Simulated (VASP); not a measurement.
# Cu (Immm) in VASP: notebook, part 2 of 2

VASP 6.6.1. The steps go on from the part before.

## 3. Single point, PBEsol (strain +0.0500 x Voigt [0, 1, 0, 0, 0, 0])

INCAR

```
SYSTEM = Cu
  ALGO = Fast
  EDIFF = 1E-7
  ENCUT = 520
  GGA = PS
  ISIF = 2
  ISMEAR = 0
  LASPH = .TRUE.
  LCHARG = .FALSE.
  LREAL = .FALSE.
  LWAVE = .FALSE.
  NBANDS = 12
  NELM = 60
  PREC = Accurate
  SIGMA = 0.15
```

KPOINTS

```
k-points
0
G
  24 24 24
  0 0 0
```

POSCAR

```
Cu
1.0
   -1.4427933200      1.5149329860      1.3760814500
    1.4427933200     -1.5149329860      1.3760814500
    1.4427933200      1.5149329860     -1.3760814500
Cu
1
Direct
    0.0000000000      0.0000000000      0.0000000000
```

Potentials or basis: VASP PAW PBE potentials, release 64 (Cu).

Command:

```bash
> cat potpaw_PBE.64/Cu/POTCAR > POTCAR
> mpirun -np 1 vasp_std > vasp.out
```

OUTCAR:

```text
SYSTEM = Cu
   EDIFF = 1E-7
   ENCUT = 520
   GGA = PS
   ISIF = 2
   ISMEAR = 0
   LASPH = .TRUE.
   LREAL = .FALSE.
   NELM = 60
   PREC = Accurate

 ion  position               nearest neighbor table
   1  0.000  0.000  0.000-

  LATTYP: Found a body centered orthorhombic cell.
 ALAT       =     2.7521629000
 B/A-ratio  =     1.0484795940
 C/A-ratio  =     1.1009035737

  Lattice vectors:

 A1 = (   1.4427933200,  -1.5149329860,   1.3760814500)
 A2 = (  -1.4427933200,  -1.5149329860,  -1.3760814500)
 A3 = (   1.4427933200,   1.5149329860,  -1.3760814500)

Analysis of symmetry for initial positions (statically):
=====================================================================
 Subroutine PRICEL returns:
 Original cell was already a primitive cell.

 Routine SETGRP: Setting up the symmetry group for a
 body centered orthorhombic supercell.

 Subroutine GETGRP returns: Found  8 space group operations
 (whereof  8 operations were pure point group operations)
 out of a pool of  8 trial point group operations.

The static configuration has the point symmetry D_2h.
[... 168 lines left out ...]
  band No.  band energies     occupation
      1      -2.0686      2.00000
      2       3.9647      2.00000
      3       4.1609      2.00000
      4       4.3204      2.00000
      5       4.9297      2.00000
      6       5.2531      2.00000
      7      30.9257      0.00000
      8      31.4671      0.00000
      9      33.0411      0.00000
     10      34.2893      0.00000
     11      35.0510      0.00000
     12      35.0641      0.00000
[... 331 lines left out ...]
 k-point    24 :       0.4167    0.0417    0.0000
  band No.  band energies     occupation
      1       2.2144      2.00000
      2       3.4773      2.00000
      3       4.9168      2.00000
      4       5.2813      2.00000
      5       5.5429      2.00000
      6       6.2815      2.00000
      7      12.4753      0.00000
      8      24.0790      0.00000
      9      24.6034      0.00000
     10      28.8571      0.00000
     11      31.4980      0.00000
     12      37.5591      0.00000

 [... further k-points ...]

------------------------ aborting loop because EDIFF is reached ----------------------------------------

  FORCE on cell =-STRESS in cart. coord.  units (eV):
  Direction    XX          YY          ZZ          XY          YZ          ZX
  --------------------------------------------------------------------------------------
  -------------------------------------------------------------------------------------
  Total       -0.6037289     -0.5038540     -0.5642070      0.0000000      0.0000000      0.0000000
  in kB      -80.3990441    -67.0986222    -75.1358814      0.0000000      0.0000000      0.0000000
  external PRESSURE =     -74.2111825 kB  Pullay stress =       0.0000000 kB

 VOLUME and BASIS-vectors are now :
 -----------------------------------------------------------------------------
  energy-cutoff  :      520.00
  volume of cell :       12.03
      direct lattice vectors                 reciprocal lattice vectors
    -1.442793320  1.514932986  1.376081450     0.000000000  0.330047603  0.363350585
     1.442793320 -1.514932986  1.376081450     0.346549983  0.000000000  0.363350585
     1.442793320  1.514932986 -1.376081450     0.346549983  0.330047603  0.000000000

 POSITION                                       TOTAL-FORCE (eV/Angst)
 -----------------------------------------------------------------------------------
      0.00000      0.00000      0.00000         0.000000      0.000000      0.000000
 -----------------------------------------------------------------------------------
    total drift:                                0.000000     -0.000000      0.000000

  FREE ENERGIE OF THE ION-ELECTRON SYSTEM (eV)
  ---------------------------------------------------
  free  energy   TOTEN  =        -4.2582517235 eV

  energy  without entropy=       -4.2536847035  energy(sigma->0) =       -4.25596821
```

OSZICAR:

```text
N       E                     dE             d eps       ncg     rms          rms(c)
DAV:   1     0.417913065693E+02    0.41791E+02   -0.53992E+03 52312   0.153E+03
DAV:   2    -0.398387361383E+01   -0.45775E+02   -0.42193E+02 48548   0.203E+02
DAV:   3    -0.531798148933E+01   -0.13341E+01   -0.13237E+01 54488   0.399E+01
DAV:   4    -0.532605906643E+01   -0.80776E-02   -0.80765E-02 52948   0.274E+00
DAV:   5    -0.532613538581E+01   -0.76319E-04   -0.76320E-04 54960   0.271E-01    0.826E+00
RMM:   6    -0.469385534924E+01    0.63228E+00   -0.37884E+00 58998   0.361E+01    0.493E+00
RMM:   7    -0.427199924632E+01    0.42186E+00   -0.56805E-01 58368   0.137E+01    0.101E+00
RMM:   8    -0.426002489358E+01    0.11974E-01   -0.14091E-02 60705   0.132E+00    0.302E-01
RMM:   9    -0.425820348388E+01    0.18214E-02   -0.32705E-03 61508   0.107E+00    0.227E-02
RMM:  10    -0.425823974456E+01   -0.36261E-04   -0.46897E-04 62533   0.322E-01    0.154E-02
RMM:  11    -0.425825120973E+01   -0.11465E-04   -0.10352E-04 65931   0.111E-01    0.107E-02
RMM:  12    -0.425825152135E+01   -0.31163E-06   -0.10163E-05 65804   0.390E-02    0.235E-03
RMM:  13    -0.425825177380E+01   -0.25244E-06   -0.23436E-06 58736   0.141E-02    0.692E-04
RMM:  14    -0.425825172351E+01    0.50287E-07   -0.31648E-07 47519   0.601E-03
   1 F= -.42582517E+01 E0= -.42559682E+01  d E =-.456702E-02
```

Run time: 7.9 min. Hardware: 1 thread of Intel Xeon 8259CL, shared host; peak memory 0.38 GiB.

What came out:

* Free energy: -4.2583 eV
* Pressure: -7.4 GPa
* Band gap on the k mesh: zero (an odd number of electrons rules out a gap without spin polarisation)

Stress tensor (GPa, compression positive):
```
-8.04  0.00  0.00
 0.00 -6.71  0.00
 0.00  0.00 -7.51
```

Caveat: the cell differs from its parent crystal (strain +0.0500 x Voigt [0, 1, 0, 0, 0, 0]); the cell stands under tension; the PAW data sets were made with another functional, which shifts forces and pressure a little.

## 4. Single point, PBEsol (strain +0.0750 x Voigt [0, 1, 0, 0, 0, 0])

INCAR

```
ALGO = Fast ; EDIFF = 1E-6
ENCUT = 520 ; GGA = PS
ISIF = 2 ; ISMEAR = 0
LASPH = True ; LCHARG = False
LREAL = False ; LWAVE = False
NBANDS = 12 ; NELM = 80
PREC = Accurate ; SIGMA = 0.15
```

KPOINTS

```
k-points
0
Gamma
  24 24 24
```

POSCAR

```
Cu
1.0
   -1.4427933200      1.5510028190      1.3760814500
    1.4427933200     -1.5510028190      1.3760814500
    1.4427933200      1.5510028190     -1.3760814500
Cu
1
Direct
    0.0000000000      0.0000000000      0.0000000000
```

Command:

```bash
> cat potpaw_PBE.64/Cu/POTCAR > POTCAR
> mpirun -np 1 vasp_std > vasp.out
```

It took 6.7 min on 1 thread of Intel Xeon 8259CL, shared host; peak memory 0.38 GiB.

It converged, with:

| Property | Result |
| --- | --- |
| Free energy | -4.2441 eV |
| Pressure | -10.2 GPa |
| Band gap on the k mesh | zero (an odd number of electrons rules out a gap without spin polarisation) |

Stress tensor (GPa, compression positive):
```
-11.11   0.00   0.00
  0.00  -9.14   0.00
  0.00   0.00 -10.36
```

Levels at points of the mesh, in eV from the Fermi level:
```tsv
k point	band 3	band 4	band 5	band 6	band 7	band 8	band 9	band 10
(0.00, 0.00, 0.00)	-2.94	-2.72	-2.24	-1.87	23.27	23.95	25.65	26.37
(0.50, 0.00, 0.00)	-2.22	-1.77	-1.36	-0.52	4.10	17.29	17.39	21.07
(0.00, 0.50, 0.00)	-1.89	-1.73	-1.31	-0.02	4.82	15.39	15.62	19.48
(0.50, 0.50, 0.00)	-2.34	-1.93	-1.37	-0.88	3.58	18.68	18.69	22.25
(0.50, 0.50, 0.50)	-1.54	-1.48	-1.43	5.81	8.28	10.12	11.59	13.88
```

Caveat: the cell differs from its parent crystal (strain +0.0750 x Voigt [0, 1, 0, 0, 0, 0]); the cell stands under tension; the PAW data sets were made with another functional, which shifts forces and pressure a little.

## 5. The runs side by side

| cell | further INCAR settings | gap on the mesh (eV) | pressure (GPa) |
| --- | --- | --- | --- |
| a = 2.482 Å, angles 108.9, 106.9, 112.7°, 1 atom | ALGO = Fast; EDIFF = 1e-07; NBANDS = 12 | none | -4.3 |
| a = 2.504 Å, angles 109.6, 105.5, 113.3°, 1 atom | ALGO = Fast; EDIFF = 1e-07; NBANDS = 12 | none | -7.4 |
| a = 2.526 Å, angles 110.3, 104.2, 114.0°, 1 atom | ALGO = Fast; EDIFF = 1e-06; NBANDS = 12 | none | -10.2 |

Alike in all rows: task single point; level PBEsol; potentials or basis VASP PAW PBE potentials, release 64 (Cu); no spin polarisation; k mesh 24 × 24 × 24; cutoff (eV) 520; smearing gaussian 0.15 eV.

Caveats: the cell stands under tension; the PAW data sets were made with another functional, which shifts forces and pressure a little.

Total energies depend on the potentials used, so only differences within one code and one set of settings carry meaning.
